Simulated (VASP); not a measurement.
Here is a VASP 6.6.1 calculation.

Contents of INCAR:

```
SYSTEM = KZnF3
  PREC = Accurate
  ENCUT = 520
  EDIFF = 1E-6
  ISMEAR = 0
  SIGMA = 0.05
  LREAL = .FALSE.
  LASPH = .TRUE.
  NELM = 80
  ALGO = Normal
  ISIF = 2
  LWAVE = .FALSE.
  LCHARG = .FALSE.
  GGA = PE
  NBANDS = 29
```

KPOINTS

```
Automatic mesh
0
G
  6 6 6
  0 0 0
```

File POSCAR:

```
KZnF3
1.0
    3.9233536899      0.0000000000      0.0000000000
    0.0000000000      3.9233536899      0.0000000000
    0.0000000000      0.0000000000      4.3156890589
K Zn F
1 1 3
Direct
    0.0000000000      0.0000000000      0.0000000000
    0.5000000000      0.5000000000      0.5000000000
    0.5000000000      0.5000000000      0.0000000000
    0.0000000000      0.5000000000      0.5000000000
    0.5000000000      0.0000000000      0.5000000000
```

Potentials or basis: VASP PAW PBE potentials, release 64 (K_sv, Zn, F).

Run with:

```console
$ cat potpaw_PBE.64/K_sv/POTCAR potpaw_PBE.64/Zn/POTCAR potpaw_PBE.64/F/POTCAR > POTCAR
$ mpirun -np 1 vasp_std > vasp.out
```

(1) What does it give for the pressure?

(2) Predict the band gap on the k mesh.

Answers

(1) 6.0 GPa.

(2) 3.53 eV (least direct gap 5.53 eV).

Caveat: the cell stands under pressure.
